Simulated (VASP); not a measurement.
# MoS2 (P-3m1) in VASP: settings compared

The runs below take MoS2 through single point, with PBE-based screened hybrid with 10 % exact exchange, PBE-based screened hybrid with 15 % exact exchange.

Program: VASP 6.6.1. These are calculated values, not measurements. Logs are shortened: lines on timing, memory, paths and dates and some standing lists are left out, and cuts for length are marked.

## (1) The cell of the first run

Symmetry: P-3m1, No. 164, trigonal system. Conventional cell: a = 3.227 Å, b = 3.227 Å, c = 6.312 Å, α = 90.00°, β = 90.00°, γ = 120.00°. Within 3.3 Å of Mo (site symmetry -3m) lie 6 S at 2.42 Å and 6 Mo at 3.23 Å. S (site symmetry 3m) has 3 Mo at 2.42 Å and 6 S at 3.23 Å within 3.3 Å.

## (2) Single point, PBE-based screened hybrid with 10 % exact exchange

The input, POSCAR:

```
MoS2
1.0
    3.2274645616      0.0000000000      0.0000000000
   -1.6137322808      2.7950663001      0.0000000000
    0.0000000000      0.0000000000      6.3124734200
Mo S
1 2
Direct
    0.0000000000      0.0000000000      0.5000000000
    0.6666666667      0.3333333333      0.7446806800
    0.3333333333      0.6666666667      0.2553193200
```

The input, INCAR.step1:

```
PREC = Accurate ; ENCUT = 520
EDIFF = 1E-5 ; ISMEAR = -1
SIGMA = 0.05 ; LREAL = F
LASPH = T ; NELM = 80
ALGO = Normal ; ISIF = 2
LWAVE = T ; LCHARG = F
NBANDS = 20 ; GGA = PE
```

The input, INCAR.step2:

```
PREC = Accurate ; ENCUT = 520
EDIFF = 1E-6 ; ISMEAR = -1
SIGMA = 0.05 ; LREAL = F
LASPH = T ; NELM = 80
ALGO = Normal ; ISIF = 2
LWAVE = F ; LCHARG = F
GGA = PE ; LHFCALC = T
AEXX = 0.1 ; HFSCREEN = 0.2
PRECFOCK = Normal ; NBANDS = 20
ISTART = 1
```

The input, KPOINTS:

```
regular mesh
0
Gamma
  5 5 2
```

Potentials or basis: VASP PAW PBE potentials, release 64 (Mo_sv, S).

The run is started by

```sh
$ cat potpaw_PBE.64/Mo_sv/POTCAR potpaw_PBE.64/S/POTCAR > POTCAR
$ cp INCAR.step1 INCAR
$ mpirun -np 1 vasp_std > vasp.out
$ cp INCAR.step2 INCAR
$ mpirun -np 1 vasp_std > vasp.out
```

OUTCAR:

```text
PREC = Accurate
   ENCUT = 520
   EDIFF = 1E-6
   ISMEAR = -1
   LREAL = F
   LASPH = T
   NELM = 80
   ISIF = 2
   GGA = PE
   LHFCALC = T
   AEXX = 0.1
   HFSCREEN = 0.2
   PRECFOCK = Normal
   ISTART = 1

 ion  position               nearest neighbor table
   1  0.000  0.000  0.500-   2 2.42   3 2.42   3 2.42   2 2.42   2 2.42   3 2.42
   2  0.667  0.333  0.745-   1 2.42   1 2.42   1 2.42
   3  0.333  0.667  0.255-   1 2.42   1 2.42   1 2.42

  LATTYP: Found a hexagonal cell.
 ALAT       =     3.2274645616
 C/A-ratio  =     1.9558614199

  Lattice vectors:

 A1 = (   3.2274645616,   0.0000000000,   0.0000000000)
 A2 = (  -1.6137322808,   2.7950663001,   0.0000000000)
 A3 = (   0.0000000000,   0.0000000000,   6.3124734200)

Analysis of symmetry for initial positions (statically):
=====================================================================
 Subroutine PRICEL returns:
 Original cell was already a primitive cell.

 Routine SETGRP: Setting up the symmetry group for a
 hexagonal supercell.

 Subroutine GETGRP returns: Found 12 space group operations
 (whereof 12 operations were pure point group operations)
 out of a pool of 24 trial point group operations.

The static configuration has the point symmetry D_3d.

Analysis of symmetry for dynamics (positions and initial velocities):
=====================================================================
 Subroutine PRICEL returns:
 Original cell was already a primitive cell.

 Routine SETGRP: Setting up the symmetry group for a
 hexagonal supercell.

 Subroutine GETGRP returns: Found 12 space group operations
 (whereof 12 operations were pure point group operations)
 out of a pool of 24 trial point group operations.

The dynamic configuration has the point symmetry D_3d.

 Subroutine INISYM returns: Found 12 space group operations
 (whereof 12 operations are pure point group operations),
 and found     1 'primitive' translations

----------------------------------------------------------------------------------------

                                     Primitive cell

  volume of cell :      56.9447

  direct lattice vectors                    reciprocal lattice vectors
     3.227464562  0.000000000  0.000000000     0.309840737  0.178886633  0.000000000
    -1.613732281  2.795066300  0.000000000     0.000000000  0.357773266  0.000000000
     0.000000000  0.000000000  6.312473420     0.000000000  0.000000000  0.158416509

  length of vectors
     3.227464562  3.227464562  6.312473420     0.357773266  0.357773266  0.158416509

  position of ions in fractional coordinates (direct lattice)
     0.000000000  0.000000000  0.500000000
     0.666666667  0.333333333  0.744680680
     0.333333333  0.666666667  0.255319320

  ion indices of the primitive-cell ions
   primitive index   ion index
                 1           1
                 2           2
                 3           3

----------------------------------------------------------------------------------------

 KPOINTS: regular mesh

Automatic generation of k-mesh.
 Grid dimensions read from file:
 generate k-points for:    5    5    2

 Generating k-lattice:

  Cartesian coordinates                     Fractional coordinates (reciprocal lattice)
     0.061968147  0.035777327  0.000000000     0.200000000  0.000000000  0.000000000
     0.000000000  0.071554653  0.000000000     0.000000000  0.200000000  0.000000000
     0.000000000  0.000000000  0.079208254     0.000000000  0.000000000  0.500000000

  Length of vectors
     0.071554653  0.071554653  0.079208254

  Shift w.r.t. Gamma in fractional coordinates (k-lattice)
     0.000000000  0.000000000  0.000000000

 Subroutine IBZKPT returns following result:
 ===========================================

 Found     10 irreducible k-points:

 Following reciprocal coordinates:
            Coordinates               Weight
  0.000000  0.000000  0.000000      1.000000
  0.200000 -0.000000  0.000000      6.000000
  0.400000  0.000000  0.000000      6.000000
  0.200000  0.200000  0.000000      6.000000
  0.400000  0.200000  0.000000      6.000000
  0.000000  0.000000  0.500000      1.000000
  0.200000 -0.000000  0.500000      6.000000
  0.400000  0.000000  0.500000      6.000000
  0.200000  0.200000  0.500000      6.000000
  0.400000  0.200000  0.500000      6.000000
   k-points           NKPTS =     10   k-points in BZ     NKDIM =     50   number of bands    NBANDS=     20
   number of dos      NEDOS =    301   number of ions     NIONS =      3
   total plane-waves  NPLWV =  27648
   dimension x,y,z NGX =    24 NGY =   24 NGZ =   48
   dimension x,y,z NGXF=    48 NGYF=   48 NGZF=   96
   ions per type =               1   2
   NGX,Y,Z   is equivalent  to a cutoff of  12.36, 12.36, 12.64 a.u.
   NGXF,Y,Z  is equivalent  to a cutoff of  24.72, 24.72, 25.28 a.u.
 SYSTEM =  unknown system
   PREC   = accura    normal or accurate (medium, high low for compatibility)
   ISTART =      1    job   : 0-new  1-cont  2-samecut
   ICHARG =      0    charge: 1-file 2-atom 10-const
   ISPIN  =      1    spin polarized calculation?
   LNONCOLLINEAR =      F non collinear calculations
   LSORBIT =      F    spin-orbit coupling
   LASPH  =      T    aspherical Exc in radial PAW
   ENCUT  =  520.0 eV  38.22 Ry    6.18 a.u.   6.00  6.00 11.74*2*pi/ulx,y,z
   NELM   =     80;   NELMIN=  2; NELMDL=  0     # of ELM steps
   EDIFF  = 0.1E-05   stopping-criterion for ELM
   LREAL  =      F    real-space projection
   EDIFFG = 0.1E-04   stopping-criterion for IOM
   NSW    =      0    number of steps for IOM
   IBRION =     -1    ionic relax: 0-MD 1-quasi-New 2-CG
   NFREE  =      0    steps in history (QN), initial steepest desc. (CG)
   ISIF   =      2    stress and relaxation
   ISYM   =      3    0-nonsym 1-usesym 2-fastsym
   POTIM  = 0.5000    time-step for ionic-motion
   TEBEG  =    0.0;   TEEND  =   0.0 temperature during run
   PSTRESS=    0.0 pullay stress
   NELECT =      26.0000    total number of electrons
   NUPDOWN=      -1.0000    fix difference up-down
   EMIN   =  10.00;   EMAX   =-10.00  energy-range for DOS
   EFERMI =   0.00;   METHOD = LEGACY
   ISMEAR =    -1;   SIGMA  =   0.05  broadening in eV -4-tet -1-fermi 0-gaus
   EFERMI_NEDOS =   21; number of points for ismear=-14 and -15
   IALGO  =     38    algorithm
   IMIX   =      1    mixing-type and parameters
     AMIX     =   0.40;   BMIX     =  1.00
     AMIX_MAG =   1.60;   BMIX_MAG =  1.00
  volume/ion in A,a.u.               =      18.98       128.09
  Fermi-wavevector in a.u.,A,eV,Ry     =   1.260612  2.382212 21.621610  1.589144
  Thomas-Fermi vector in A             =   2.394113
   LORBIT       =      0    0 simple, 1 ext, 2 COOP (PROOUT), +10 PAW based schemes
   GGA     = PE    functional components
   LHFCALC =     T    Hartree Fock is set to
   PRECFOCK=normal    Normal, Fast or Accurate (Low or Medium for compatibility)
   ENCUT4O =  -1.0   cutoff for four orbital integrals eV
   NKREDX  =     1    reduce k-point grid by
   NKREDY  =     1    reduce k-point grid by
   NKREDZ  =     1    reduce k-point grid by
   AEXX    =    0.1000 exact exchange contribution
   HFSCREEN=    0.2000 screening length (either q_TF or 0.3 A-1)
   HFSCREENC=   0.2000 screening length for correlation (either q_TF or 0.3 A-1)
   ENCUTFOCK=  -1.0 apply spherical cutoff to Coloumb kernel
   IVDW    =     0    specifies the selected vdW correction
   LEPSILON=     F    determine dielectric tensor
   LRPA    =     F    only Hartree local field effects (RPA)
 non-spin polarized calculation
  energy-cutoff  :      520.00
  volume of cell :       56.94
 maximum number of plane-waves:      1546
  NGX = 20; NGY = 20; NGZ = 40

 number of electron      26.0000001 magnetization

 Free energy of the ion-electron system (eV)
  ---------------------------------------------------
  ext. energy  EPLUGINS =         0.00000000
  ---------------------------------------------------
  free energy    TOTEN  =       -22.64352361 eV

  energy without entropy =      -22.63110874  energy(sigma->0) =      -22.63731618

 E-fermi :   6.6912     XC(G=0):  -9.7118

 val. band max:        6.4988760460   @ k =   0.2000   0.2000   0.5000
 cond. band min:       6.6983166161   @ k =   0.4000   0.2000   0.0000
 fundamental gap:      0.1994405701
 Fermi energy:         6.6912491048

 k-point     1 :       0.0000    0.0000    0.0000
  band No.  band energies     occupation
      1     -56.6519      2.00000
      2     -30.1080      2.00000
      3     -30.0716      2.00000
      4     -30.0716      2.00000
      5      -8.7064      2.00000
      6      -7.2011      2.00000
[... 12 lines left out ...]
     19      13.3698      0.00000
     20      16.7774      0.00000

 k-point     2 :       0.2000   -0.0000    0.0000
  band No.  band energies     occupation
      1     -56.6401      2.00000
      2     -30.1961      2.00000
      3     -30.1005      2.00000
      4     -30.0841      2.00000
      5      -8.1160      2.00000
      6      -7.0782      2.00000
[... 12 lines left out ...]
     19      14.8830      0.00000
     20      16.0675      0.00000

 k-point     3 :       0.4000    0.0000    0.0000
  band No.  band energies     occupation
      1     -56.6211      2.00000
      2     -30.3918      2.00000
      3     -30.1475      2.00000
      4     -30.0449      2.00000
      5      -7.1386      2.00000
      6      -6.6085      2.00000
[... 12 lines left out ...]
     19      13.9583      0.00000
     20      15.1236      0.00000

 k-point     4 :       0.2000    0.2000    0.0000
  band No.  band energies     occupation
      1     -56.6248      2.00000
      2     -30.3230      2.00000
      3     -30.1712      2.00000
      4     -30.0525      2.00000
      5      -7.1981      2.00000
      6      -6.8830      2.00000
[... 107 lines left out ...]
 k-point     9 :       0.2000    0.2000    0.5000
  band No.  band energies     occupation
      1     -56.6248      2.00000
      2     -30.3230      2.00000
      3     -30.1712      2.00000
      4     -30.0526      2.00000
      5      -7.0491      2.00000
      6      -7.0358      2.00000
[... 12 lines left out ...]
     19      15.4808      0.00000
     20      15.9264      0.00000

 k-point    10 :       0.4000    0.2000    0.5000
  band No.  band energies     occupation
      1     -56.6152      2.00000
      2     -30.3824      2.00000
      3     -30.2323      2.00000
      4     -30.0329      2.00000
      5      -6.8389      2.00000
      6      -6.3691      2.00000
[... 12 lines left out ...]
     19      14.4351      0.00000
     20      16.2225      0.00000

------------------------ aborting loop because EDIFF is reached ----------------------------------------

  FORCE on cell =-STRESS in cart. coord.  units (eV):
  Direction    XX          YY          ZZ          XY          YZ          ZX
  --------------------------------------------------------------------------------------
  -------------------------------------------------------------------------------------
  Total       -0.2793074     -0.2793074     -0.1981211     -0.0000000      0.0000000     -0.0000000
  in kB       -7.8585033     -7.8585033     -5.5742710     -0.0000000      0.0000000     -0.0000000
  external PRESSURE =      -7.0970925 kB  Pullay stress =       0.0000000 kB

 VOLUME and BASIS-vectors are now :
 -----------------------------------------------------------------------------
  energy-cutoff  :      520.00
  volume of cell :       56.94
      direct lattice vectors                 reciprocal lattice vectors
     3.227464562  0.000000000  0.000000000     0.309840737  0.178886633  0.000000000
    -1.613732281  2.795066300  0.000000000     0.000000000  0.357773266  0.000000000
     0.000000000  0.000000000  6.312473420     0.000000000  0.000000000  0.158416509

 POSITION                                       TOTAL-FORCE (eV/Angst)
 -----------------------------------------------------------------------------------
      0.00000      0.00000      3.15624         0.000000      0.000000      0.000000
      1.61373      0.93169      4.70078         0.000000     -0.000000     -0.087174
     -0.00000      1.86338      1.61170        -0.000000      0.000000      0.087174
 -----------------------------------------------------------------------------------
    total drift:                               -0.000000      0.000000      0.000000

  FREE ENERGIE OF THE ION-ELECTRON SYSTEM (eV)
  ---------------------------------------------------
  free  energy   TOTEN  =       -22.6435236132 eV

  energy  without entropy=      -22.6311087393  energy(sigma->0) =      -22.63731618
```

Run time: 6.6 min. Hardware: 1 thread of Intel Xeon 6975P-C (Granite Rapids), shared host; peak memory 0.29 GiB.

What came out:

```yaml
Free_energy: -22.6435 eV
Pressure: -0.7 GPa
Largest_force: 0.087 eV/Å
Band_gap_on_the_k_mesh: zero (bands 13 and 14 overlap by 0.29 eV)
```

Forces on the atoms (eV/Å):
```
Mo   0.000  0.000  0.000
S    0.000  0.000 -0.087
S    0.000  0.000  0.087
```

Caveat: the k points lie up to 0.50 Å⁻¹ apart; the PAW data sets were made with another functional, which shifts forces and pressure a little.

## (3) Single point, PBE-based screened hybrid with 15 % exact exchange

POSCAR is that of step 2.

The input, INCAR.step1:

```
SYSTEM = MoS2
PREC     = Accurate       ! precision mode
ENCUT    = 520            ! plane-wave cutoff, eV
EDIFF    = 1E-5           ! SCF threshold, eV
ISMEAR   = -1             ! smearing method
SIGMA    = 0.05           ! smearing width, eV
LREAL    = .FALSE.        ! projectors in reciprocal space
LASPH    = .TRUE.         ! aspherical terms in the spheres
NELM     = 100            ! most SCF steps
ALGO     = Normal         ! electronic algorithm
ISIF     = 2              ! what is computed and relaxed
LWAVE    = .TRUE.         ! write WAVECAR
NBANDS   = 20             ! bands
GGA      = PE             ! functional
```

The input, INCAR.step2:

```
SYSTEM = MoS2
PREC     = Accurate       ! precision mode
ENCUT    = 520            ! plane-wave cutoff, eV
EDIFF    = 1E-6           ! SCF threshold, eV
ISMEAR   = -1             ! smearing method
SIGMA    = 0.05           ! smearing width, eV
LREAL    = .FALSE.        ! projectors in reciprocal space
LASPH    = .TRUE.         ! aspherical terms in the spheres
NELM     = 100            ! most SCF steps
ALGO     = Normal         ! electronic algorithm
ISIF     = 2              ! what is computed and relaxed
LWAVE    = .FALSE.        ! write WAVECAR
LCHARG   = .TRUE.         ! write CHGCAR
GGA      = PE             ! functional
LHFCALC  = .TRUE.         ! exact exchange
AEXX     = 0.15           ! exact-exchange fraction
HFSCREEN = 0.2            ! screening, 1/A
PRECFOCK = Normal       
LELF     = .TRUE.         ! ELF
LVHAR    = .TRUE.       
NBANDS   = 20             ! bands
ISTART   = 1
```

The input, KPOINTS:

```
regular mesh
0
G
  5 5 2
  0 0 0
```

Potentials or basis: VASP PAW PBE potentials, release 64 (Mo_sv, S).

The run is started by

```sh
$ cat potpaw_PBE.64/Mo_sv/POTCAR potpaw_PBE.64/S/POTCAR > POTCAR
$ cp INCAR.step1 INCAR
$ mpirun -np 1 vasp_std > vasp.out
$ cp INCAR.step2 INCAR
$ mpirun -np 1 vasp_std > vasp.out
```

It took 6.4 min on 1 thread of Intel Xeon 6975P-C (Granite Rapids), shared host; peak memory 0.29 GiB.

Results (log left out):

* Free energy: -23.4749 eV
* Pressure: -1.6 GPa
* Largest force: 0.189 eV/Å
* Band gap on the k mesh: zero (bands 13 and 14 overlap by 0.32 eV)

Forces in eV/Å, atoms in the order of the input:
```
Mo   0.000  0.000  0.000
S    0.000  0.000 -0.189
S    0.000  0.000  0.189
```

Stress tensor (GPa, compression positive):
```
-1.70  0.00  0.00
 0.00 -1.70  0.00
 0.00  0.00 -1.50
```

Levels at points of the mesh, in eV from the Fermi level:
```tsv
k point	band 10	band 11	band 12	band 13	band 14	band 15	band 16	band 17
(0.00, 0.00, 0.00)	-1.97	-0.99	-0.89	-0.89	-0.24	-0.24	3.74	3.74
(0.00, 0.00, 0.50)	-3.80	-0.90	-0.90	-0.32	-0.32	0.05	3.91	3.91
```

Caveat: the k points lie up to 0.50 Å⁻¹ apart; the PAW data sets were made with another functional, which shifts forces and pressure a little.

The gap in the log of VASP goes by the Fermi energy; the results here count the filled bands.